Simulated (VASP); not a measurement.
Runs of VASP 6.6.1 on WS2. The structure is that of space group R3m (No. 160), or close to it. The cells are those of the table. 

```csv
cell,gap on the mesh (eV),pressure (GPa),largest force (eV/Å)
"a = 6.632 Å, angles 27.9°, 3 atoms",1.13,-4.4,0.31
"a = 6.724 Å, angles 27.5°, 3 atoms",1.18,-6.6,0.74
"a = 6.709 Å, angles 26.7°, 3 atoms",1.27,2.5,0.10
"a = 6.617 Å, angles 27.1°, 3 atoms",(b),5.3,0.39
"a = 6.794 Å, angles 26.0°, 3 atoms",1.39,5.2,0.20
"a = 6.640 Å, angles 28.3°, 3 atoms",0.97,-8.2,0.61
"a = 6.457 Å, angles 29.1°, 3 atoms",0.57,-3.8,0.29
"a = 6.548 Å, angles 28.7°, 3 atoms",0.78,-6.1,0.17
"a = 6.441 Å, angles 28.3°, 3 atoms",0.96,5.8,1.02
"a = 6.533 Å, angles 27.9°, 3 atoms",1.10,(a),0.51
```

Alike in all rows: task single point; level PBEsol; potentials or basis VASP PAW PBE potentials, release 64 (W_sv, S); no spin polarisation; k mesh 12 × 12 × 12; cutoff (eV) 520; smearing gaussian 0.05 eV.

**Question.** Estimate the missing entries.

**Answer.** (a) 2.8; (b) 1.20.

Caveats: the PAW data sets were made with another functional, which shifts forces and pressure a little; spin-orbit coupling is left out, which moves the levels of the heavy elements; the cell stands under tension (at least some runs); the stress differs along the axes, from -1 to 4 GPa (at least some runs); the cell stands under pressure (at least some runs); the stress differs along the axes, from -2 to 9 GPa (at least some runs); the stress differs along the axes, from -7 to 3 GPa (at least some runs).

A k mesh can miss the band edges, and the runs leave out spin-orbit coupling on W.
